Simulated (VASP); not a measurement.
Write the native input for VASP 6.6.1 that does the following.

| Quantity | Value |
| --- | --- |
| Task | single point |
| Functional | PBE |
| Potentials or basis | VASP PAW PBE potentials, release 64 (H, Mo_sv) |
| Cutoff | 520 eV |
| k mesh | 6 × 6 × 6 |
| Occupations | gaussian, width 0.1 eV |
| Spin | no spin polarisation |
| Dipole correction | no |
| Further INCAR settings | ALGO = Normal; EDIFF = 1e-07; NBANDS = 15 |

The structure of MoH2 lies in POSCAR:

```
MoH2
1.0
    2.8303384720     -0.0000000026      0.0000000000
   -1.4151692338      2.4511450194      0.0000000000
    0.0000000000      0.0000000000      2.9840274928
H Mo
2 1
Direct
    0.3333333333      0.6666666667      0.5000000000
    0.6666666667      0.3333333333      0.5000000000
    0.0000000000      0.0000000000      0.0000000000
```

The input as run:

INCAR

```
SYSTEM = MoH2
ALGO = Normal
EDIFF = 1E-7
ENCUT = 520
GGA = PE
ISIF = 2
ISMEAR = 0
LASPH = .True.
LCHARG = .False.
LREAL = .False.
LWAVE = .False.
NBANDS = 15
NELM = 80
PREC = Accurate
SIGMA = 0.1
```

KPOINTS

```
k-points
0
Gamma
  6 6 6
  0 0 0
```

Potentials or basis: VASP PAW PBE potentials, release 64 (H, Mo_sv).

Run with:

```sh
$ cat potpaw_PBE.64/H/POTCAR potpaw_PBE.64/Mo_sv/POTCAR > POTCAR
$ mpirun -np 1 vasp_std > vasp.out
```

It gave:

The pressure is -0.1 GPa and the band gap on the k mesh is zero (band 8 reaches 10.92 eV, above the bottom of band 9 at 9.89 eV).

Caveat: the k points lie up to 0.43 Å⁻¹ apart.

It took 15 s on 1 thread of Intel Xeon 6975P-C, on a shared host, peak memory 0.14 GiB.
